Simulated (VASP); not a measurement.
# WS: vibrations by perturbation theory with PBE

Crystal: WS.

```
CELL_PARAMETERS angstrom
3.00789 0.00000 0.00000
0.00000 3.00789 0.00000
0.00000 0.00000 3.00789
ATOMIC_POSITIONS crystal
W 0.50000 0.50000 0.50000
S 0.00000 0.00000 0.00000
```

| Quantity | Value |
| --- | --- |
| Program | VASP 6.6.1 |
| Task | vibrations by perturbation theory |
| Functional | PBE |
| Potentials or basis | VASP PAW PBE potentials, release 64 (W_sv, S) |
| Cutoff | 520 eV |
| k mesh | 9 × 9 × 9 |
| Occupations | fermi-dirac, width 0.05 eV |
| Spin | no spin polarisation |
| Dipole correction | no |
| Further INCAR settings | ALGO = Normal; EDIFF = 1e-08; IBRION = 8; NSW = 1 |

```json
{
  "Highest phonon frequency at Γ, LO-TO splitting left out": "190 cm⁻¹"
}
```

Phonon frequencies in cm⁻¹ (negative: imaginary):
```tsv
q point	frequencies
(0.000, 0.000, 0.000)	0 0 0 190 190 190
```

Run time: 2.2 min on 1 thread of Intel Xeon 8259CL, with other jobs on the host, peak memory 0.21 GiB.
